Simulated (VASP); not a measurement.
PtSe2, 30 atoms in the cell. The cell holds a sheet with vacuum, 30 atoms: a = 3.727 Å, b = 3.727 Å, c = 66.340 Å, α = 90.00°, β = 90.00°, γ = 120.00°. 

```yaml
Program: VASP 6.6.1
Task: single point
Functional: PBE
Potentials_or_basis: VASP PAW PBE potentials, release 64 (Se, Pt)
Cutoff: 520 eV
k_mesh: 10 × 10 × 1
Occupations: gaussian, width 0.01 eV
Spin: no spin polarisation
Dipole_correction: yes
Further_INCAR_settings: LREAL = Auto; ALGO = Fast; EDIFF = 1e-06; NBANDS = 131
```

Potentials or basis: VASP PAW PBE potentials, release 64 (Se, Pt).

Launch:

```console
$ cat potpaw_PBE.64/Se/POTCAR potpaw_PBE.64/Pt/POTCAR > POTCAR
$ mpirun -np 4 vasp_std > vasp.out
```

Hardware: 4 MPI ranks on Oxide Virtual Turin-like Processor, with other jobs on the host.

**Question.** How long does it take, and how much memory?

**Answer.** Run time: 37 min on 4 MPI ranks on Oxide Virtual Turin-like Processor (shared host), peak memory 1.4 GiB a rank. Counts: scf iterations 35, k points 14.
